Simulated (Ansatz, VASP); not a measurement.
## One calculation of AlNi, two programs

Contents of POSCAR:

```
AlNi
1.0
    1.9193070600     -1.9531901500      0.0000000000
    1.9193070600      1.9531901500      0.0000000000
    0.0000000000      0.0000000000      3.0994300413
Al Ni
1 1
Direct
    0.0000000000      0.0000000000      0.0000000000
    0.5000000000      0.5000000000      0.5000000000
```

INCAR.step1

```
SYSTEM = AlNi
PREC = Accurate ; ENCUT = 520
ISMEAR = 0 ; SIGMA = 0.15
LREAL = .FALSE. ; LASPH = .TRUE.
NELM = 80 ; NBANDS = 14
GGA = PE ; ALGO = Normal
EDIFF = 1E-4 ; LWAVE = .TRUE.
LCHARG = .FALSE.
```

INCAR.step2

```
SYSTEM = AlNi
PREC = Accurate ; ENCUT = 520
EDIFF = 1E-6 ; ISMEAR = 0
SIGMA = 0.15 ; LREAL = .FALSE.
LASPH = .TRUE. ; NELM = 80
ALGO = Normal ; ISIF = 2
LWAVE = .FALSE. ; LCHARG = .FALSE.
METAGGA = R2SCAN ; LMIXTAU = .TRUE.
NBANDS = 14 ; ISTART = 1
```

File KPOINTS:

```
regular mesh
0
G
  18 18 16
  0 0 0
```

Input for Ansatz:

```yaml
crystal:
  lattice:
    - [1.91930706, -1.95319015, 0.0]
    - [1.91930706, 1.95319015, 0.0]
    - [0.0, 0.0, 3.0994300413]
  atoms:
    - { symbol: Al, position: [0.0, 0.0, 0.0] }
    - { symbol: Ni, position: [0.5, 0.5, 0.5] }
basis:
  ecutwfc: 500
kpoints:
  mp_grid: { grid: [18, 18, 16] }
hamiltonian:
  xc: r2scan
scf:
  occupations: { method: gaussian, width: 0.15 }
output:
  forces: true
  stress: true
  eigenvalues: true
  write_density: true
  write_potential: true
  elf: true
  volumetric_format: npy
```

Change from the starting cell: strain -0.0100 x Voigt [1, 0, 0, 0, 0, 0], atoms carried along.

Alike in both runs: task single point; functional r2SCAN; k mesh 18 × 18 × 16; occupations gaussian, width 0.15 eV; no spin polarisation.

|  | VASP | Ansatz |
| --- | --- | --- |
| version | VASP 6.6.1 | Ansatz 0.2.0 |
| potentials or method | VASP PAW PBE potentials, release 64 (Al, Ni), cutoff 520 eV | scalar-relativistic, plane waves, PAW |
| valence electrons in the cell | 13 | 21 |

|  | VASP | Ansatz | Ansatz less VASP |
| --- | --- | --- | --- |
| gap on the k mesh at the Fermi level (eV) | none | none | - |
| pressure (GPa) | 2.3 | 2.6 | +0.21 |
| traceless stress, the component that is largest in VASP (GPa) | -4.90 | -4.73 | +0.169 |

VASP's potentials were made for PBE, not for r2SCAN. A gap of «none» marks a metal or a gap that the smearing closes. With one functional, cell and mesh, what is left measures potentials, basis and numerics. VASP's potentials hold 13 valence electrons a cell and Ansatz's 21, so a difference there can come from the potentials and not from the codes.
